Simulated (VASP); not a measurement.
# Sr (Fm-3m) in VASP: single point with revPBE

Aim: the single point of Sr with revPBE.

Everything below comes from runs of VASP 6.6.1. Logs are shortened: lines on timing, memory, paths and dates and some standing lists are left out, and cuts for length are marked.

## (1) The cell of the first run

It takes space group Fm-3m (No. 225, cubic). Conventional cell: a = 5.962 Å, b = 5.962 Å, c = 5.962 Å, α = 90.00°, β = 90.00°, γ = 90.00°. Within 5.5 Å of Sr (site symmetry m-3m) lie 12 Sr at 4.22 Å.

## (2) Single point, revPBE

Input file INCAR:

```
ALGO = Normal ; EDIFF = 1E-6
ENCUT = 520 ; GGA = RE
ISIF = 2 ; ISMEAR = -1
ISYM = 0 ; LASPH = T
LCHARG = T ; LELF = T
LREAL = F ; LVHAR = T
LWAVE = F ; NBANDS = 11
NELM = 100 ; PREC = Accurate
SIGMA = 0.08
```

Input file KPOINTS:

```
k-points
0
Gamma
  10 10 10
```

Input file POSCAR:

```
Sr
1.0
    0.0000000000      2.9807721162      2.9807721162
    2.9807721162      0.0000000000      2.9807721162
    2.9807721162      2.9807721162      0.0000000000
Sr
1
Direct
    0.0000000000      0.0000000000      0.0000000000
```

Potentials or basis: VASP PAW PBE potentials, release 64 (Sr_sv).

On the command line:

```sh
$ cat potpaw_PBE.64/Sr_sv/POTCAR > POTCAR
$ mpirun -np 1 vasp_std > vasp.out
```

OUTCAR:

```text
EDIFF = 1E-6
   ENCUT = 520
   GGA = RE
   ISIF = 2
   ISMEAR = -1
   ISYM = 0
   LASPH = T
   LREAL = F
   NELM = 100
   PREC = Accurate

 ion  position               nearest neighbor table
   1  0.000  0.000  0.000-

IMPORTANT INFORMATION: All symmetrisations will be switched off!
NOSYMM: (Re-)initialisation of all symmetry stuff for point group C_1.

----------------------------------------------------------------------------------------

                                     Primitive cell

  volume of cell :      52.9683

  direct lattice vectors                    reciprocal lattice vectors
     0.000000000  2.980772116  2.980772116    -0.167741773  0.167741773  0.167741773
     2.980772116  0.000000000  2.980772116     0.167741773 -0.167741773  0.167741773
     2.980772116  2.980772116  0.000000000     0.167741773  0.167741773 -0.167741773

  length of vectors
     4.215448353  4.215448353  4.215448353     0.290537274  0.290537274  0.290537274

  position of ions in fractional coordinates (direct lattice)
     0.000000000  0.000000000  0.000000000

  ion indices of the primitive-cell ions
   primitive index   ion index
                 1           1

----------------------------------------------------------------------------------------

 KPOINTS: k-points

Automatic generation of k-mesh.
 Grid dimensions read from file:
 generate k-points for:   10   10   10

 Generating k-lattice:

  Cartesian coordinates                     Fractional coordinates (reciprocal lattice)
    -0.016774177  0.016774177  0.016774177     0.100000000  0.000000000  0.000000000
     0.016774177 -0.016774177  0.016774177     0.000000000  0.100000000  0.000000000
     0.016774177  0.016774177 -0.016774177     0.000000000  0.000000000  0.100000000

  Length of vectors
     0.029053727  0.029053727  0.029053727

  Shift w.r.t. Gamma in fractional coordinates (k-lattice)
     0.000000000  0.000000000  0.000000000

 Subroutine IBZKPT returns following result:
 ===========================================

 Found    504 irreducible k-points:

 Following reciprocal coordinates:
            Coordinates               Weight
  0.000000  0.000000  0.000000      1.000000
  0.100000  0.000000  0.000000      2.000000
  0.000000  0.100000  0.000000      2.000000
  0.000000  0.000000  0.100000      2.000000
  0.100000  0.100000  0.100000      2.000000
  0.200000  0.000000  0.000000      2.000000
[... 16 lines left out ...]
  0.000000  0.100000  0.100000      2.000000
  0.100000  0.000000  0.100000      2.000000
 [... further k-points ...]
   k-points           NKPTS =    504   k-points in BZ     NKDIM =    504   number of bands    NBANDS=     11
   number of dos      NEDOS =    301   number of ions     NIONS =      1
   total plane-waves  NPLWV =  32768
   dimension x,y,z NGX =    32 NGY =   32 NGZ =   32
   dimension x,y,z NGXF=    64 NGYF=   64 NGZF=   64
   ions per type =               1
   NGX,Y,Z   is equivalent  to a cutoff of  12.62, 12.62, 12.62 a.u.
   NGXF,Y,Z  is equivalent  to a cutoff of  25.24, 25.24, 25.24 a.u.
 SYSTEM =  unknown system
   PREC   = accura    normal or accurate (medium, high low for compatibility)
   ISTART =      0    job   : 0-new  1-cont  2-samecut
   ICHARG =      2    charge: 1-file 2-atom 10-const
   ISPIN  =      1    spin polarized calculation?
   LNONCOLLINEAR =      F non collinear calculations
   LSORBIT =      F    spin-orbit coupling
   LASPH  =      T    aspherical Exc in radial PAW
   ENCUT  =  520.0 eV  38.22 Ry    6.18 a.u.   7.84  7.84  7.84*2*pi/ulx,y,z
   NELM   =    100;   NELMIN=  2; NELMDL= -5     # of ELM steps
   EDIFF  = 0.1E-05   stopping-criterion for ELM
   LREAL  =      F    real-space projection
   EDIFFG = 0.1E-04   stopping-criterion for IOM
   NSW    =      0    number of steps for IOM
   IBRION =     -1    ionic relax: 0-MD 1-quasi-New 2-CG
   NFREE  =      0    steps in history (QN), initial steepest desc. (CG)
   ISIF   =      2    stress and relaxation
   ISYM   =      0    0-nonsym 1-usesym 2-fastsym
   POTIM  = 0.5000    time-step for ionic-motion
   TEBEG  =    0.0;   TEEND  =   0.0 temperature during run
   PSTRESS=    0.0 pullay stress
   NELECT =      10.0000    total number of electrons
   NUPDOWN=      -1.0000    fix difference up-down
   EMIN   =  10.00;   EMAX   =-10.00  energy-range for DOS
   EFERMI =   0.00;   METHOD = LEGACY
   ISMEAR =    -1;   SIGMA  =   0.08  broadening in eV -4-tet -1-fermi 0-gaus
   EFERMI_NEDOS =   21; number of points for ismear=-14 and -15
   IALGO  =     38    algorithm
   IMIX   =      4    mixing-type and parameters
     AMIX     =   0.40;   BMIX     =  1.00
     AMIX_MAG =   1.60;   BMIX_MAG =  1.00
  volume/ion in A,a.u.               =      52.97       357.45
  Fermi-wavevector in a.u.,A,eV,Ry     =   0.939152  1.774741 12.000436  0.882007
  Thomas-Fermi vector in A             =   2.066436
   LORBIT       =      0    0 simple, 1 ext, 2 COOP (PROOUT), +10 PAW based schemes
   GGA     = RE    functional components
   LHFCALC =     F    Hartree Fock is set to
   AEXX    =    0.0000 exact exchange contribution
   IVDW    =     0    specifies the selected vdW correction
   LEPSILON=     F    determine dielectric tensor
   LRPA    =     F    only Hartree local field effects (RPA)
 non-spin polarized calculation
  energy-cutoff  :      520.00
  volume of cell :       52.97
 maximum number of plane-waves:      1458
   NGX = 15   NGY = 15   NGZ = 15

 number of electron      10.0000000 magnetization

 Free energy of the ion-electron system (eV)
  ---------------------------------------------------
  ext. energy  EPLUGINS =         0.00000000
  ---------------------------------------------------
  free energy    TOTEN  =        -1.48059725 eV

  energy without entropy =       -1.45351892  energy(sigma->0) =       -1.46705808

 E-fermi :   1.7945     XC(G=0):  -7.3784

 val. band max:        1.7817361434   @ k =  -0.3000   0.3000  -0.4000
 cond. band min:       1.8114253559   @ k =  -0.4000   0.3000  -0.4000
 fundamental gap:      0.0296892125
 Fermi energy:         1.7945195287

 k-point     1 :       0.0000    0.0000    0.0000
  band No.  band energies     occupation
      1     -34.7887      2.00000
      2     -16.6728      2.00000
      3     -16.6728      2.00000
      4     -16.6728      2.00000
      5      -1.8925      2.00000
      6       4.2131      0.00000
      7       4.2131      0.00000
      8       4.2131      0.00000
      9       5.7393      0.00000
     10       5.7393      0.00000
     11       8.9879      0.00000

 k-point     2 :       0.1000    0.0000    0.0000
  band No.  band energies     occupation
      1     -34.7871      2.00000
      2     -16.6945      2.00000
      3     -16.6757      2.00000
      4     -16.6757      2.00000
      5      -1.7267      2.00000
      6       3.9556      0.00000
      7       4.2894      0.00000
      8       4.2894      0.00000
      9       5.6367      0.00000
     10       5.6367      0.00000
     11       9.4067      0.00000

 k-point     3 :       0.0000    0.1000    0.0000
  band No.  band energies     occupation
      1     -34.7871      2.00000
      2     -16.6945      2.00000
      3     -16.6757      2.00000
      4     -16.6757      2.00000
      5      -1.7267      2.00000
      6       3.9556      0.00000
      7       4.2894      0.00000
      8       4.2894      0.00000
      9       5.6367      0.00000
     10       5.6367      0.00000
     11       9.4067      0.00000

 k-point     4 :       0.0000    0.0000    0.1000
  band No.  band energies     occupation
      1     -34.7871      2.00000
      2     -16.6945      2.00000
      3     -16.6757      2.00000
      4     -16.6757      2.00000
      5      -1.7267      2.00000
      6       3.9556      0.00000
      7       4.2894      0.00000
      8       4.2894      0.00000
      9       5.6367      0.00000
     10       5.6367      0.00000
     11       9.4067      0.00000

 k-point     5 :       0.1000    0.1000    0.1000
  band No.  band energies     occupation
      1     -34.7871      2.00000
      2     -16.6945      2.00000
      3     -16.6757      2.00000
      4     -16.6757      2.00000
      5      -1.7267      2.00000
      6       3.9556      0.00000
      7       4.2894      0.00000
      8       4.2894      0.00000
      9       5.6367      0.00000
     10       5.6367      0.00000
     11       9.4067      0.00000
[... 211 lines left out ...]
 k-point    21 :       0.5000    0.5000    0.5000
  band No.  band energies     occupation
      1     -34.7722      2.00000
      2     -16.8932      2.00000
      3     -16.7028      2.00000
      4     -16.7028      2.00000
      5       0.6832      2.00000
      6       1.8842      0.49175
      7       4.0412      0.00000
      8       4.0412      0.00000
      9       6.8209      0.00000
     10       6.8209      0.00000
     11       7.7016      0.00000

 k-point    22 :       0.1000    0.1000    0.0000
  band No.  band energies     occupation
      1     -34.7866      2.00000
      2     -16.6940      2.00000
      3     -16.6805      2.00000
      4     -16.6805      2.00000
      5      -1.6717      2.00000
      6       3.8899      0.00000
      7       4.3219      0.00000
      8       4.3219      0.00000
      9       5.3448      0.00000
     10       5.8260      0.00000
     11       9.5655      0.00000

 k-point    23 :       0.0000    0.1000    0.1000
  band No.  band energies     occupation
      1     -34.7866      2.00000
      2     -16.6940      2.00000
      3     -16.6805      2.00000
      4     -16.6805      2.00000
      5      -1.6717      2.00000
      6       3.8899      0.00000
      7       4.3219      0.00000
      8       4.3219      0.00000
      9       5.3448      0.00000
     10       5.8260      0.00000
     11       9.5655      0.00000

 k-point    24 :       0.1000    0.0000    0.1000
  band No.  band energies     occupation
      1     -34.7866      2.00000
      2     -16.6940      2.00000
      3     -16.6805      2.00000
      4     -16.6805      2.00000
      5      -1.6717      2.00000
      6       3.8899      0.00000
      7       4.3219      0.00000
      8       4.3219      0.00000
      9       5.3448      0.00000
     10       5.8260      0.00000
     11       9.5655      0.00000

 [... further k-points ...]

------------------------ aborting loop because EDIFF is reached ----------------------------------------

  FORCE on cell =-STRESS in cart. coord.  units (eV):
  Direction    XX          YY          ZZ          XY          YZ          ZX
  --------------------------------------------------------------------------------------
  -------------------------------------------------------------------------------------
  Total        0.3519369      0.3519363      0.3519351      0.0000006      0.0000020      0.0000039
  in kB       10.6453295     10.6453095     10.6452738      0.0000194      0.0000616      0.0001170
  external PRESSURE =      10.6453043 kB  Pullay stress =       0.0000000 kB

 VOLUME and BASIS-vectors are now :
 -----------------------------------------------------------------------------
  energy-cutoff  :      520.00
  volume of cell :       52.97
      direct lattice vectors                 reciprocal lattice vectors
     0.000000000  2.980772116  2.980772116    -0.167741773  0.167741773  0.167741773
     2.980772116  0.000000000  2.980772116     0.167741773 -0.167741773  0.167741773
     2.980772116  2.980772116  0.000000000     0.167741773  0.167741773 -0.167741773

 POSITION                                       TOTAL-FORCE (eV/Angst)
 -----------------------------------------------------------------------------------
      0.00000      0.00000      0.00000        -0.000000     -0.000000      0.000000
 -----------------------------------------------------------------------------------
    total drift:                               -0.000000     -0.000000      0.000000

  FREE ENERGIE OF THE ION-ELECTRON SYSTEM (eV)
  ---------------------------------------------------
  free  energy   TOTEN  =        -1.4805972475 eV

  energy  without entropy=       -1.4535189158  energy(sigma->0) =       -1.46705808
```

It took 4 min on 1 thread of AMD EPYC 7R43 (Zen 3), shared host; peak memory 0.37 GiB.

What came out:

```yaml
Free_energy: -1.4806 eV
Pressure: 1.1 GPa
Band_gap_on_the_k_mesh: zero (filled and empty bands overlap)
```

Levels at points of the mesh, in eV from the Fermi level:
| k point | band 2 | band 3 | band 4 | band 5 | band 6 | band 7 | band 8 | band 9 |
| --- | --- | --- | --- | --- | --- | --- | --- | --- |
| (0.00, 0.00, 0.00) | -18.47 | -18.47 | -18.47 | -3.69 | 2.42 | 2.42 | 2.42 | 3.94 |
| (0.50, 0.00, 0.00) | -18.69 | -18.50 | -18.50 | -1.11 | 0.09 | 2.25 | 2.25 | 5.03 |
| (0.00, 0.50, 0.00) | -18.69 | -18.50 | -18.50 | -1.11 | 0.09 | 2.25 | 2.25 | 5.03 |
| (0.00, 0.00, 0.50) | -18.69 | -18.50 | -18.50 | -1.11 | 0.09 | 2.25 | 2.25 | 5.03 |
| (0.50, 0.50, 0.50) | -18.69 | -18.50 | -18.50 | -1.11 | 0.09 | 2.25 | 2.25 | 5.03 |
| (0.50, 0.50, 0.00) | -18.67 | -18.55 | -18.55 | -0.67 | 0.33 | 1.13 | 5.03 | 5.34 |
| (0.00, 0.50, 0.50) | -18.67 | -18.55 | -18.55 | -0.67 | 0.33 | 1.13 | 5.03 | 5.34 |
| (0.50, 0.00, 0.50) | -18.67 | -18.55 | -18.55 | -0.67 | 0.33 | 1.13 | 5.03 | 5.34 |

Caveat: the PAW data sets were made with another functional, which shifts forces and pressure a little.
